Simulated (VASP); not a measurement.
# K (Pm-3n) in VASP: relaxation of cell and atoms with r2SCAN

Aim: the relaxation of cell and atoms of K with r2SCAN.

Program: VASP 6.6.1. These are calculated values, not measurements. Logs are shortened: lines on timing, memory, paths and dates and some standing lists are left out, and cuts for length are marked.

### Step 1. The cell of the first run

Symmetry: Pm-3n, No. 223, cubic system. Conventional cell: a = 8.490 Å, b = 8.490 Å, c = 8.490 Å, α = 90.00°, β = 90.00°, γ = 90.00°. K (site symmetry -4m2) has 14 K at 4.25 to 5.20 Å within 5.6 Å.

### Step 2. Relaxation of cell and atoms, r2SCAN

Input file POSCAR:

```
K
1.0
    8.4903811700      0.0000000000      0.0000000000
    0.0000000000      8.4903811700      0.0000000000
    0.0000000000      0.0000000000      8.4903811700
K
8
Direct
    0.0000000000      0.0000000000      0.0000000000
    0.5000000000      0.2500000000      0.0000000000
    0.5000000000      0.7500000000      0.0000000000
    0.0000000000      0.5000000000      0.2500000000
    0.2500000000      0.0000000000      0.5000000000
    0.7500000000      0.0000000000      0.5000000000
    0.5000000000      0.5000000000      0.5000000000
    0.0000000000      0.5000000000      0.7500000000
```

Input file INCAR.step1:

```
SYSTEM = K
PREC     = Accurate       ! precision mode
ENCUT    = 550            ! plane-wave cutoff, eV
ISMEAR   = 0              ! smearing method
SIGMA    = 0.1            ! smearing width, eV
LREAL    = .False.        ! projectors in reciprocal space
LASPH    = .True.         ! aspherical terms in the spheres
NELM     = 120            ! most SCF steps
GGA      = PE             ! functional
ALGO     = Normal         ! electronic algorithm
EDIFF    = 1E-5           ! SCF threshold, eV
LWAVE    = .True.         ! write WAVECAR
LCHARG   = .False.        ! write CHGCAR
GGA_COMPAT= .False.      
IBRION   = 2              ! ionic algorithm
ISIF     = 3              ! what is computed and relaxed
EDIFFG   = -0.005         ! ionic threshold
NELMIN   = 4            
NSW      = 100            ! ionic steps
KPAR     = 4
```

Input file INCAR.step2:

```
SYSTEM = K
PREC     = Accurate       ! precision mode
ENCUT    = 550            ! plane-wave cutoff, eV
EDIFF    = 1E-7           ! SCF threshold, eV
ISMEAR   = 0              ! smearing method
SIGMA    = 0.1            ! smearing width, eV
LREAL    = .False.        ! projectors in reciprocal space
LASPH    = .True.         ! aspherical terms in the spheres
NELM     = 120            ! most SCF steps
ALGO     = Normal         ! electronic algorithm
ISIF     = 3              ! what is computed and relaxed
LWAVE    = .False.        ! write WAVECAR
LCHARG   = .False.        ! write CHGCAR
METAGGA  = R2SCAN         ! meta-GGA
LMIXTAU  = .True.       
IBRION   = 2              ! ionic algorithm
NSW      = 100            ! ionic steps
EDIFFG   = -0.01          ! ionic threshold
ISTART   = 1            
GGA_COMPAT= .False.      
NELMIN   = 4            
KPAR     = 4
```

Input file KPOINTS:

```
regular mesh
0
Gamma
  4 4 4
  0 0 0
```

Potentials or basis: VASP PAW PBE potentials, release 64 (K_sv).

The run is started by

```console
> cat potpaw_PBE.64/K_sv/POTCAR > POTCAR
> cp INCAR.step1 INCAR
> mpirun -np 4 vasp_std > vasp.out
> cp INCAR.step2 INCAR
> mpirun -np 4 vasp_std > vasp.out
```

OUTCAR:

```text
SYSTEM = K
   PREC = Accurate
   ENCUT = 550
   EDIFF = 1E-7
   ISMEAR = 0
   LREAL = .False.
   LASPH = .True.
   NELM = 120
   ISIF = 3
   METAGGA = R2SCAN
   IBRION = 2
   NSW = 100
   EDIFFG = -0.01
   ISTART = 1
   NELMIN = 4

 ion  position               nearest neighbor table
   1  0.000  0.000  0.000-
   2  0.500  0.250  0.000-
   3  0.500  0.750  0.000-
   4  0.000  0.500  0.250-
   5  0.250  0.000  0.500-
   6  0.750  0.000  0.500-
   7  0.500  0.500  0.500-
   8  0.000  0.500  0.750-

  LATTYP: Found a simple cubic cell.
 ALAT       =     8.4903811700

  Lattice vectors:

 A1 = (   8.4903811700,   0.0000000000,   0.0000000000)
 A2 = (   0.0000000000,   8.4903811700,   0.0000000000)
 A3 = (   0.0000000000,   0.0000000000,   8.4903811700)

Analysis of symmetry for initial positions (statically):
=====================================================================
 Subroutine PRICEL returns:
 Original cell was already a primitive cell.

 Routine SETGRP: Setting up the symmetry group for a
 simple cubic supercell.

 Subroutine GETGRP returns: Found 48 space group operations
 (whereof 24 operations were pure point group operations)
 out of a pool of 48 trial point group operations.

The static configuration has the point symmetry T_h .
 The point group associated with its full space group is O_h .

Analysis of symmetry for dynamics (positions and initial velocities):
=====================================================================
 Subroutine PRICEL returns:
 Original cell was already a primitive cell.

 Routine SETGRP: Setting up the symmetry group for a
 simple cubic supercell.

 Subroutine GETGRP returns: Found 48 space group operations
 (whereof 24 operations were pure point group operations)
 out of a pool of 48 trial point group operations.

The dynamic configuration has the point symmetry T_h .
 The point group associated with its full space group is O_h .

 Subroutine INISYM returns: Found 48 space group operations
 (whereof 24 operations are pure point group operations),
 and found     1 'primitive' translations

----------------------------------------------------------------------------------------

                                     Primitive cell

  volume of cell :     612.0425

  direct lattice vectors                    reciprocal lattice vectors
     8.490381170  0.000000000  0.000000000     0.117780342  0.000000000  0.000000000
     0.000000000  8.490381170  0.000000000     0.000000000  0.117780342  0.000000000
     0.000000000  0.000000000  8.490381170     0.000000000  0.000000000  0.117780342

  length of vectors
     8.490381170  8.490381170  8.490381170     0.117780342  0.117780342  0.117780342

  position of ions in fractional coordinates (direct lattice)
     0.000000000  0.000000000  0.000000000
     0.500000000  0.250000000  0.000000000
     0.500000000  0.750000000  0.000000000
     0.000000000  0.500000000  0.250000000
     0.250000000  0.000000000  0.500000000
     0.750000000  0.000000000  0.500000000
     0.500000000  0.500000000  0.500000000
     0.000000000  0.500000000  0.750000000

  ion indices of the primitive-cell ions
   primitive index   ion index
                 1           1
                 2           2
                 3           3
                 4           4
                 5           5
                 6           6
                 7           7
                 8           8

----------------------------------------------------------------------------------------

 KPOINTS: regular mesh

Automatic generation of k-mesh.
 Grid dimensions read from file:
 generate k-points for:    4    4    4

 Generating k-lattice:

  Cartesian coordinates                     Fractional coordinates (reciprocal lattice)
     0.029445086  0.000000000  0.000000000     0.250000000  0.000000000  0.000000000
     0.000000000  0.029445086  0.000000000     0.000000000  0.250000000  0.000000000
     0.000000000  0.000000000  0.029445086     0.000000000  0.000000000  0.250000000

  Length of vectors
     0.029445086  0.029445086  0.029445086

  Shift w.r.t. Gamma in fractional coordinates (k-lattice)
     0.000000000  0.000000000  0.000000000

 Subroutine IBZKPT returns following result:
 ===========================================

 Found     10 irreducible k-points:

 Following reciprocal coordinates:
            Coordinates               Weight
  0.000000  0.000000  0.000000      1.000000
  0.250000  0.000000  0.000000      6.000000
  0.500000  0.000000  0.000000      3.000000
  0.250000  0.250000  0.000000     12.000000
  0.500000  0.250000  0.000000     12.000000
  0.500000  0.500000  0.000000      3.000000
  0.250000  0.250000  0.250000      8.000000
  0.500000  0.250000  0.250000     12.000000
  0.500000  0.500000  0.250000      6.000000
  0.500000  0.500000  0.500000      1.000000
   k-points           NKPTS =     10   k-points in BZ     NKDIM =     10   number of bands    NBANDS=     43
   number of dos      NEDOS =    301   number of ions     NIONS =      8
   total plane-waves  NPLWV = 343000
   dimension x,y,z NGX =    70 NGY =   70 NGZ =   70
   dimension x,y,z NGXF=   140 NGYF=  140 NGZF=  140
   ions per type =               8
   NGX,Y,Z   is equivalent  to a cutoff of  13.71, 13.71, 13.71 a.u.
   NGXF,Y,Z  is equivalent  to a cutoff of  27.41, 27.41, 27.41 a.u.
 SYSTEM =  K
   PREC   = accura    normal or accurate (medium, high low for compatibility)
   ISTART =      1    job   : 0-new  1-cont  2-samecut
   ICHARG =      0    charge: 1-file 2-atom 10-const
   ISPIN  =      1    spin polarized calculation?
   LNONCOLLINEAR =      F non collinear calculations
   LSORBIT =      F    spin-orbit coupling
   LASPH  =      T    aspherical Exc in radial PAW
   ENCUT  =  550.0 eV  40.42 Ry    6.36 a.u.  16.24 16.24 16.24*2*pi/ulx,y,z
   NELM   =    120;   NELMIN=  4; NELMDL=  0     # of ELM steps
   EDIFF  = 0.1E-06   stopping-criterion for ELM
   LREAL  =      F    real-space projection
   EDIFFG = -.1E-01   stopping-criterion for IOM
   NSW    =    100    number of steps for IOM
   IBRION =      2    ionic relax: 0-MD 1-quasi-New 2-CG
   NFREE  =      1    steps in history (QN), initial steepest desc. (CG)
   ISIF   =      3    stress and relaxation
   ISYM   =      2    0-nonsym 1-usesym 2-fastsym
   POTIM  = 0.5000    time-step for ionic-motion
   TEBEG  =    0.0;   TEEND  =   0.0 temperature during run
   PSTRESS=    0.0 pullay stress
   NELECT =      72.0000    total number of electrons
   NUPDOWN=      -1.0000    fix difference up-down
   EMIN   =  10.00;   EMAX   =-10.00  energy-range for DOS
   EFERMI =   0.00;   METHOD = LEGACY
   ISMEAR =     0;   SIGMA  =   0.10  broadening in eV -4-tet -1-fermi 0-gaus
   EFERMI_NEDOS =   21; number of points for ismear=-14 and -15
   IALGO  =     38    algorithm
   IMIX   =      4    mixing-type and parameters
     AMIX     =   0.40;   BMIX     =  1.00
     AMIX_MAG =   1.60;   BMIX_MAG =  1.00
  volume/ion in A,a.u.               =      76.51       516.28
  Fermi-wavevector in a.u.,A,eV,Ry     =   0.802155  1.515854  8.754712  0.643453
  Thomas-Fermi vector in A             =   1.909779
   LORBIT       =      0    0 simple, 1 ext, 2 COOP (PROOUT), +10 PAW based schemes
   METAGGA = R2SCAN    functional components
   LHFCALC =     F    Hartree Fock is set to
   AEXX    =    0.0000 exact exchange contribution
   IVDW    =     0    specifies the selected vdW correction
   LEPSILON=     F    determine dielectric tensor
   LRPA    =     F    only Hartree local field effects (RPA)
 conjugate gradient relaxation of ions
 non-spin polarized calculation
 Gauss-broadening in eV      SIGMA  =   0.10
  energy-cutoff  :      550.00
  volume of cell :      612.04
 maximum number of plane-waves:     18016
 NGX is ok and might be reduce to    70
   NGX = 33   NGY = 33   NGZ = 33

 number of electron      72.0000007 magnetization

 Free energy of the ion-electron system (eV)
  ---------------------------------------------------
  ext. energy  EPLUGINS =         0.00000000
  ---------------------------------------------------
  free energy    TOTEN  =       -48.05032026 eV

  energy without entropy =      -48.03551611  energy(sigma->0) =      -48.04291818

 E-fermi :  -0.0694     XC(G=0):  -5.8076

 val. band max:       -0.0778522941   @ k =   0.0000   0.0000   0.0000
 cond. band min:      -0.0672150797   @ k =   0.0000   0.0000   0.0000
 fundamental gap:      0.0106372144
 Fermi energy:        -0.0693644806

 k-point     1 :       0.0000    0.0000    0.0000
  band No.  band energies     occupation
      1     -33.8504      2.00000
      2     -33.8491      2.00000
      3     -33.8491      2.00000
      4     -33.8445      2.00000
      5     -33.8445      2.00000
      6     -33.8445      2.00000
[... 35 lines left out ...]
     42       1.5367      0.00000
     43       1.6014      0.00000

 k-point     2 :       0.2500    0.0000    0.0000
  band No.  band energies     occupation
      1     -33.8501      2.00000
      2     -33.8492      2.00000
      3     -33.8486      2.00000
      4     -33.8452      2.00000
      5     -33.8445      2.00000
      6     -33.8445      2.00000
[... 35 lines left out ...]
     42       1.1078      0.00000
     43       1.2116      0.00000

 k-point     3 :       0.5000    0.0000    0.0000
  band No.  band energies     occupation
      1     -33.8496      2.00000
      2     -33.8496      2.00000
      3     -33.8470      2.00000
      4     -33.8470      2.00000
      5     -33.8445      2.00000
      6     -33.8445      2.00000
[... 35 lines left out ...]
     42       0.5054      0.00000
     43       1.8447      0.00000

 k-point     4 :       0.2500    0.2500    0.0000
  band No.  band energies     occupation
      1     -33.8497      2.00000
      2     -33.8489      2.00000
      3     -33.8485      2.00000
      4     -33.8453      2.00000
      5     -33.8452      2.00000
      6     -33.8445      2.00000
[... 219 lines left out ...]
     42       1.5193      0.00000
     43       1.5528      0.00000

 k-point     9 :       0.5000    0.5000    0.2500
  band No.  band energies     occupation
      1     -33.8487      2.00000
      2     -33.8472      2.00000
      3     -33.8470      2.00000
      4     -33.8470      2.00000
      5     -33.8468      2.00000
      6     -33.8452      2.00000
[... 35 lines left out ...]
     42       1.7789      0.00000
     43       1.8398      0.00000

 k-point    10 :       0.5000    0.5000    0.5000
  band No.  band energies     occupation
      1     -33.8470      2.00000
      2     -33.8470      2.00000
      3     -33.8470      2.00000
      4     -33.8470      2.00000
      5     -33.8470      2.00000
      6     -33.8470      2.00000
[... 35 lines left out ...]
     42       2.5070      0.00000
     43       2.5070      0.00000

------------------------ aborting loop because EDIFF is reached ----------------------------------------

  FORCE on cell =-STRESS in cart. coord.  units (eV):
  Direction    XX          YY          ZZ          XY          YZ          ZX
  --------------------------------------------------------------------------------------
  -------------------------------------------------------------------------------------
  Total       -0.0043124     -0.0043124     -0.0043124     -0.0000000     -0.0000000      0.0000000
  in kB       -0.0112887     -0.0112887     -0.0112887     -0.0000000     -0.0000000      0.0000000
  external PRESSURE =      -0.0112887 kB  Pullay stress =       0.0000000 kB

 VOLUME and BASIS-vectors are now :
 -----------------------------------------------------------------------------
  energy-cutoff  :      550.00
  volume of cell :      612.04
      direct lattice vectors                 reciprocal lattice vectors
     8.490381170  0.000000000  0.000000000     0.117780342  0.000000000  0.000000000
     0.000000000  8.490381170  0.000000000     0.000000000  0.117780342  0.000000000
     0.000000000  0.000000000  8.490381170     0.000000000  0.000000000  0.117780342

 POSITION                                       TOTAL-FORCE (eV/Angst)
 -----------------------------------------------------------------------------------
      0.00000      0.00000      0.00000        -0.000000      0.000000      0.000000
      4.24519      2.12260      0.00000        -0.000000      0.000000      0.000000
      4.24519      6.36779      0.00000        -0.000000     -0.000000     -0.000000
      0.00000      4.24519      2.12260         0.000000      0.000000      0.000000
      2.12260      0.00000      4.24519         0.000000     -0.000000     -0.000000
      6.36779      0.00000      4.24519        -0.000000     -0.000000     -0.000000
      4.24519      4.24519      4.24519        -0.000000      0.000000      0.000000
      0.00000      4.24519      6.36779        -0.000000      0.000000     -0.000000
 -----------------------------------------------------------------------------------
    total drift:                                0.000000      0.000000      0.000000

  FREE ENERGIE OF THE ION-ELECTRON SYSTEM (eV)
  ---------------------------------------------------
  free  energy   TOTEN  =       -48.0503202590 eV

  energy  without entropy=      -48.0355161063  energy(sigma->0) =      -48.04291818

 reached required accuracy - stopping structural energy minimisation
```

It took 9.5 min on 4 MPI ranks of Intel Xeon 6975P-C (Granite Rapids), shared host; peak memory 0.89 GiB.

Results:

```
Free energy             : -48.0503 eV
Pressure after relaxing : 0.0 GPa
Band gap on the k mesh  : zero (band 36 reaches 0.38 eV, above the bottom of band 37 at -0.61 eV)
```

Final structure:
```cif
data_structure
_symmetry_space_group_name_H-M 'P 1'
_symmetry_Int_Tables_number 1
_cell_length_a 8.4904
_cell_length_b 8.4904
_cell_length_c 8.4904
_cell_angle_alpha 90.000
_cell_angle_beta 90.000
_cell_angle_gamma 90.000
_cell_volume 612.04
loop_
_atom_site_label
_atom_site_type_symbol
_atom_site_fract_x
_atom_site_fract_y
_atom_site_fract_z
_atom_site_occupancy
K1 K 0.00000 0.00000 0.00000 1
K2 K 0.50000 0.25000 0.00000 1
K3 K 0.50000 0.75000 0.00000 1
K4 K 0.00000 0.50000 0.25000 1
K5 K 0.25000 0.00000 0.50000 1
K6 K 0.75000 0.00000 0.50000 1
K7 K 0.50000 0.50000 0.50000 1
K8 K 0.00000 0.50000 0.75000 1
```

Caveat: the relaxation stopped at its first step, so nothing moved; the PAW data sets were made with another functional, which shifts forces and pressure a little.
